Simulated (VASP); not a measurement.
A run of VASP 6.6.1 is set up as follows.

Contents of POSCAR:

```
NiO
1.0
    0.0000000000      2.1099651944      2.1099651944
    2.1099651944      0.0000000000      2.1099651944
    2.1099651944      2.1099651944      0.0000000000
Ni O
1 1
Direct
    0.0000000000      0.0000000000      0.0000000000
    0.5000000000      0.5000000000      0.5000000000
```

INCAR.step1

```
PREC = Accurate
ENCUT = 770
ISMEAR = 0
SIGMA = 0.05
LREAL = F
LASPH = T
NELM = 200
ISPIN = 2
MAGMOM = 2 0
LMAXMIX = 4
NBANDS = 23
GGA = PE
ALGO = Normal
EDIFF = 1E-5
LWAVE = T
LCHARG = F
GGA_COMPAT = F
```

File INCAR.step2:

```
PREC = Accurate
ENCUT = 770
EDIFF = 1E-6
ISMEAR = 0
SIGMA = 0.05
LREAL = F
LASPH = T
NELM = 200
ALGO = Normal
ISIF = 2
LWAVE = F
LCHARG = F
ISPIN = 2
MAGMOM = 2 0
LORBIT = 11
LMAXMIX = 4
METAGGA = R2SCAN
LMIXTAU = T
NBANDS = 23
ISTART = 1
GGA_COMPAT = F
```

File KPOINTS:

```
Automatic mesh
0
Gamma
  14 14 14
```

Potentials or basis: VASP PAW PBE potentials, release 64 (Ni_sv_GW, O).

Run with:

```console
$ cat potpaw_PBE.64/Ni_sv_GW/POTCAR potpaw_PBE.64/O/POTCAR > POTCAR
$ cp INCAR.step1 INCAR
$ mpirun -np 1 vasp_std > vasp.out
$ cp INCAR.step2 INCAR
$ mpirun -np 1 vasp_std > vasp.out
```

**Question.** Predict the band gap on the k mesh.

**Answer.** 0.93 eV (least direct gap 1.78 eV).

**Question.** Estimate the site moments.

**Answer.** Ni +1.71; O +0.26 μB.

Caveat: the cell stands under tension; a cell with one magnetic atom can't hold antiferromagnetic order, which such compounds often take. A k mesh can miss the band edges.
